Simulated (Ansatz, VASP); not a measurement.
Ti in VASP and in Ansatz

```
Ti
1.0
     0.00000   -3.25524    0.00000
    -3.25524    0.00000    0.00000
     0.00000    0.00000   -3.25524
Ti
2
Direct
  0.50000 0.55929 0.50000
  0.00000 0.94071 0.00000
```

Change from the starting cell: mode 4 frozen in at -0.193 Å and mode 5 at +0.000 Å (largest displacements).

Alike in both runs: task single point; functional PBE; k mesh 14 × 14 × 14; occupations gaussian, width 0.15 eV; no spin polarisation.

|  | VASP | Ansatz |
| --- | --- | --- |
| version | VASP 6.6.1 | Ansatz 0.2.0 |
| potentials or method | VASP PAW PBE potentials, release 64 (Ti_sv), cutoff 520 eV | scalar-relativistic, plane waves, PAW |
| valence electrons in the cell | 24 | 24 |

```csv
,VASP,Ansatz,Ansatz less VASP
gap on the k mesh at the Fermi level (eV),none,none,-
pressure (GPa),2.9,3.2,+0.24
"traceless stress, the component that is largest in VASP (GPa)",-3.76,-3.76,0.000
rms of the force components (eV/Å),1.021,1.021,-0.0005
```

Atom by atom the forces differ by 0.001 eV/Å (rms over components). A gap of «none» marks a metal or a gap that the smearing closes.
